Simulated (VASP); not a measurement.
# Pd (Fm-3m) in VASP: notebook

The runs below take Pd through single point, relaxation of cell and atoms, with PBE.

All numbers are computed with VASP 6.6.1; they aren't measurements. Logs are shortened: lines on timing, memory, paths and dates and some standing lists are left out, and cuts for length are marked.

**1. The cell of the first run**

It takes space group Fm-3m (No. 225, cubic). Conventional cell: a = 3.945 Å, b = 3.945 Å, c = 3.945 Å, α = 90.00°, β = 90.00°, γ = 90.00°. Within 3.7 Å of Pd (site symmetry m-3m) lie 12 Pd at 2.79 Å.

**2. Single point, PBE**

The input, INCAR:

```
SYSTEM = Pd
PREC     = Accurate       ! precision mode
ENCUT    = 520            ! plane-wave cutoff, eV
EDIFF    = 1E-6           ! SCF threshold, eV
ISMEAR   = -1             ! smearing method
SIGMA    = 0.1            ! smearing width, eV
LREAL    = .False.        ! projectors in reciprocal space
LASPH    = .True.         ! aspherical terms in the spheres
NELM     = 100            ! most SCF steps
ALGO     = Normal         ! electronic algorithm
ISIF     = 2              ! what is computed and relaxed
LWAVE    = .False.        ! write WAVECAR
LCHARG   = .False.        ! write CHGCAR
GGA      = PE             ! functional
NBANDS   = 11             ! bands
```

The input, KPOINTS:

```
regular mesh
0
Gamma
  15 15 15
  0 0 0
```

The input, POSCAR:

```
Pd
1.0
    0.0000000000      1.9723739277      1.9723739277
    1.9723739277      0.0000000000      1.9723739277
    1.9723739277      1.9723739277      0.0000000000
Pd
1
Direct
    0.0000000000      0.0000000000      0.0000000000
```

Potentials or basis: VASP PAW PBE potentials, release 64 (Pd).

Command:

```
$ cat potpaw_PBE.64/Pd/POTCAR > POTCAR
$ mpirun -np 1 vasp_std > vasp.out
```

OUTCAR:

```text
SYSTEM = Pd
   PREC = Accurate
   ENCUT = 520
   EDIFF = 1E-6
   ISMEAR = -1
   LREAL = .False.
   LASPH = .True.
   NELM = 100
   ISIF = 2
   GGA = PE

 ion  position               nearest neighbor table
   1  0.000  0.000  0.000-

  LATTYP: Found a face centered cubic cell.
 ALAT       =     3.9447478554

  Lattice vectors:

 A1 = (   0.0000000000,   1.9723739277,   1.9723739277)
 A2 = (   1.9723739277,   0.0000000000,   1.9723739277)
 A3 = (   1.9723739277,   1.9723739277,   0.0000000000)

Analysis of symmetry for initial positions (statically):
=====================================================================
 Subroutine PRICEL returns:
 Original cell was already a primitive cell.

 Routine SETGRP: Setting up the symmetry group for a
 face centered cubic supercell.

 Subroutine GETGRP returns: Found 48 space group operations
 (whereof 48 operations were pure point group operations)
 out of a pool of 48 trial point group operations.

The static configuration has the point symmetry O_h .

Analysis of symmetry for dynamics (positions and initial velocities):
=====================================================================
 Subroutine PRICEL returns:
 Original cell was already a primitive cell.

 Routine SETGRP: Setting up the symmetry group for a
 face centered cubic supercell.

 Subroutine GETGRP returns: Found 48 space group operations
 (whereof 48 operations were pure point group operations)
 out of a pool of 48 trial point group operations.

The dynamic configuration has the point symmetry O_h .

 Subroutine INISYM returns: Found 48 space group operations
 (whereof 48 operations are pure point group operations),
 and found     1 'primitive' translations

----------------------------------------------------------------------------------------

                                     Primitive cell

  volume of cell :      15.3461

  direct lattice vectors                    reciprocal lattice vectors
     0.000000000  1.972373928  1.972373928    -0.253501627  0.253501627  0.253501627
     1.972373928  0.000000000  1.972373928     0.253501627 -0.253501627  0.253501627
     1.972373928  1.972373928  0.000000000     0.253501627  0.253501627 -0.253501627

  length of vectors
     2.789357959  2.789357959  2.789357959     0.439077698  0.439077698  0.439077698

  position of ions in fractional coordinates (direct lattice)
     0.000000000  0.000000000  0.000000000

  ion indices of the primitive-cell ions
   primitive index   ion index
                 1           1

----------------------------------------------------------------------------------------

 KPOINTS: regular mesh

Automatic generation of k-mesh.
 Grid dimensions read from file:
 generate k-points for:   15   15   15

 Generating k-lattice:

  Cartesian coordinates                     Fractional coordinates (reciprocal lattice)
    -0.016900108  0.016900108  0.016900108     0.066666667  0.000000000  0.000000000
     0.016900108 -0.016900108  0.016900108     0.000000000  0.066666667  0.000000000
     0.016900108  0.016900108 -0.016900108     0.000000000  0.000000000  0.066666667

  Length of vectors
     0.029271847  0.029271847  0.029271847

  Shift w.r.t. Gamma in fractional coordinates (k-lattice)
     0.000000000  0.000000000  0.000000000

 Subroutine IBZKPT returns following result:
 ===========================================

 Found    120 irreducible k-points:

 Following reciprocal coordinates:
            Coordinates               Weight
  0.000000  0.000000  0.000000      1.000000
  0.066667  0.000000  0.000000      8.000000
  0.133333  0.000000  0.000000      8.000000
  0.200000  0.000000  0.000000      8.000000
  0.266667  0.000000  0.000000      8.000000
  0.333333  0.000000  0.000000      8.000000
[... 16 lines left out ...]
  0.133333  0.133333  0.000000      6.000000
  0.200000  0.133333  0.000000     24.000000
 [... further k-points ...]
   k-points           NKPTS =    120   k-points in BZ     NKDIM =    120   number of bands    NBANDS=     11
   number of dos      NEDOS =    301   number of ions     NIONS =      1
   total plane-waves  NPLWV =  13824
   dimension x,y,z NGX =    24 NGY =   24 NGZ =   24
   dimension x,y,z NGXF=    48 NGYF=   48 NGZF=   48
   ions per type =               1
   NGX,Y,Z   is equivalent  to a cutoff of  14.30, 14.30, 14.30 a.u.
   NGXF,Y,Z  is equivalent  to a cutoff of  28.61, 28.61, 28.61 a.u.
 SYSTEM =  Pd
   PREC   = accura    normal or accurate (medium, high low for compatibility)
   ISTART =      0    job   : 0-new  1-cont  2-samecut
   ICHARG =      2    charge: 1-file 2-atom 10-const
   ISPIN  =      1    spin polarized calculation?
   LNONCOLLINEAR =      F non collinear calculations
   LSORBIT =      F    spin-orbit coupling
   LASPH  =      T    aspherical Exc in radial PAW
   ENCUT  =  520.0 eV  38.22 Ry    6.18 a.u.   5.19  5.19  5.19*2*pi/ulx,y,z
   NELM   =    100;   NELMIN=  2; NELMDL= -5     # of ELM steps
   EDIFF  = 0.1E-05   stopping-criterion for ELM
   LREAL  =      F    real-space projection
   EDIFFG = 0.1E-04   stopping-criterion for IOM
   NSW    =      0    number of steps for IOM
   IBRION =     -1    ionic relax: 0-MD 1-quasi-New 2-CG
   NFREE  =      0    steps in history (QN), initial steepest desc. (CG)
   ISIF   =      2    stress and relaxation
   ISYM   =      2    0-nonsym 1-usesym 2-fastsym
   POTIM  = 0.5000    time-step for ionic-motion
   TEBEG  =    0.0;   TEEND  =   0.0 temperature during run
   PSTRESS=    0.0 pullay stress
   NELECT =      10.0000    total number of electrons
   NUPDOWN=      -1.0000    fix difference up-down
   EMIN   =  10.00;   EMAX   =-10.00  energy-range for DOS
   EFERMI =   0.00;   METHOD = LEGACY
   ISMEAR =    -1;   SIGMA  =   0.10  broadening in eV -4-tet -1-fermi 0-gaus
   EFERMI_NEDOS =   21; number of points for ismear=-14 and -15
   IALGO  =     38    algorithm
   IMIX   =      4    mixing-type and parameters
     AMIX     =   0.40;   BMIX     =  1.00
     AMIX_MAG =   1.60;   BMIX_MAG =  1.00
  volume/ion in A,a.u.               =      15.35       103.56
  Fermi-wavevector in a.u.,A,eV,Ry     =   1.419304  2.682097 27.407920  2.014425
  Thomas-Fermi vector in A             =   2.540339
   LORBIT       =      0    0 simple, 1 ext, 2 COOP (PROOUT), +10 PAW based schemes
   GGA     = PE    functional components
[... 5 lines left out ...]
 non-spin polarized calculation
  energy-cutoff  :      520.00
  volume of cell :       15.35
 maximum number of plane-waves:       432
 NGX is ok and might be reduce to    24
   NGX = 11   NGY = 11   NGZ = 11

 number of electron      10.0000000 magnetization

 Free energy of the ion-electron system (eV)
  ---------------------------------------------------
  ext. energy  EPLUGINS =         0.00000000
  ---------------------------------------------------
  free energy    TOTEN  =        -5.25672427 eV

  energy without entropy =       -5.19346771  energy(sigma->0) =       -5.22509599

 E-fermi :   9.1450     XC(G=0): -12.9398

 val. band max:        9.1372272233   @ k =  -0.4667   0.3333   0.0667
 cond. band min:       9.1589945841   @ k =   0.4667   0.2000   0.0000
 fundamental gap:      0.0217673608
 Fermi energy:         9.1449765343

 k-point     1 :       0.0000    0.0000    0.0000
  band No.  band energies     occupation
      1       2.2914      2.00000
      2       6.4624      2.00000
      3       6.4624      2.00000
      4       6.4624      2.00000
      5       7.9686      1.99998
      6       7.9686      1.99998
      7      26.2961      0.00000
      8      30.8453      0.00000
      9      30.8453      0.00000
     10      30.8453      0.00000
     11      35.4410      0.00000

 k-point     2 :       0.0667    0.0000    0.0000
  band No.  band energies     occupation
      1       2.4473      2.00000
      2       6.4096      2.00000
      3       6.5149      2.00000
      4       6.5149      2.00000
      5       7.9442      1.99999
      6       7.9442      1.99999
      7      26.4453      0.00000
      8      29.8064      0.00000
      9      31.0121      0.00000
     10      31.0121      0.00000
     11      35.5741      0.00000

 k-point     3 :       0.1333    0.0000    0.0000
  band No.  band energies     occupation
      1       2.8896      2.00000
      2       6.2911      2.00000
      3       6.6417      2.00000
      4       6.6417      2.00000
      5       7.9051      1.99999
      6       7.9051      1.99999
      7      26.6095      0.00000
      8      27.9827      0.00000
      9      31.4668      0.00000
     10      31.4668      0.00000
     11      35.5718      0.00000

 k-point     4 :       0.2000    0.0000    0.0000
  band No.  band energies     occupation
      1       3.5126      2.00000
      2       6.2465      2.00000
      3       6.7430      2.00000
      4       6.7430      2.00000
      5       7.9554      1.99999
      6       7.9554      1.99999
      7      25.0945      0.00000
      8      27.4467      0.00000
      9      32.0343      0.00000
     10      32.0343      0.00000
     11      34.5500      0.00000
[... 239 lines left out ...]
 k-point    22 :      -0.0667    0.0667    0.0000
  band No.  band energies     occupation
      1       2.7000      2.00000
      2       6.3084      2.00000
      3       6.5880      2.00000
      4       6.6256      2.00000
      5       7.8283      2.00000
      6       7.9981      1.99998
      7      26.6479      0.00000
      8      28.8444      0.00000
      9      30.5376      0.00000
     10      31.6464      0.00000
     11      35.9858      0.00000

 k-point    23 :       0.1333    0.1333    0.0000
  band No.  band energies     occupation
      1       3.0902      2.00000
      2       6.0524      2.00000
      3       6.8249      2.00000
      4       6.8249      2.00000
      5       7.5695      2.00000
      6       8.1383      1.99992
      7      27.0878      0.00000
      8      28.9295      0.00000
      9      29.8953      0.00000
     10      29.8953      0.00000
     11      35.5492      0.00000

 k-point    24 :       0.2000    0.1333    0.0000
  band No.  band energies     occupation
      1       3.5731      2.00000
      2       5.8711      2.00000
      3       6.9496      2.00000
      4       7.0007      2.00000
      5       7.5239      2.00000
      6       8.2336      1.99978
      7      26.8973      0.00000
      8      27.7651      0.00000
      9      29.3433      0.00000
     10      30.2283      0.00000
     11      35.2288      0.00000

 [... further k-points ...]

------------------------ aborting loop because EDIFF is reached ----------------------------------------

  FORCE on cell =-STRESS in cart. coord.  units (eV):
  Direction    XX          YY          ZZ          XY          YZ          ZX
  --------------------------------------------------------------------------------------
  -------------------------------------------------------------------------------------
  Total       -0.0302079     -0.0302079     -0.0302079     -0.0000000      0.0000000      0.0000000
  in kB       -3.1537892     -3.1537892     -3.1537892     -0.0000000      0.0000000      0.0000000
  external PRESSURE =      -3.1537892 kB  Pullay stress =       0.0000000 kB

 VOLUME and BASIS-vectors are now :
 -----------------------------------------------------------------------------
  energy-cutoff  :      520.00
  volume of cell :       15.35
      direct lattice vectors                 reciprocal lattice vectors
     0.000000000  1.972373928  1.972373928    -0.253501627  0.253501627  0.253501627
     1.972373928  0.000000000  1.972373928     0.253501627 -0.253501627  0.253501627
     1.972373928  1.972373928  0.000000000     0.253501627  0.253501627 -0.253501627

 POSITION                                       TOTAL-FORCE (eV/Angst)
 -----------------------------------------------------------------------------------
      0.00000      0.00000      0.00000         0.000000      0.000000      0.000000
 -----------------------------------------------------------------------------------
    total drift:                               -0.000000      0.000000      0.000000

  FREE ENERGIE OF THE ION-ELECTRON SYSTEM (eV)
  ---------------------------------------------------
  free  energy   TOTEN  =        -5.2567242663 eV

  energy  without entropy=       -5.1934677060  energy(sigma->0) =       -5.22509599
```

Wall time 13 s (1 thread of Intel Xeon 6975P-C (Granite Rapids), shared host); peak memory 0.15 GiB.

Results:

* Free energy: -5.2567 eV
* Pressure: -0.3 GPa
* Band gap on the k mesh: zero (band 5 reaches 9.36 eV, above the bottom of band 6 at 7.91 eV)

(Continued in part 2 of 2.)
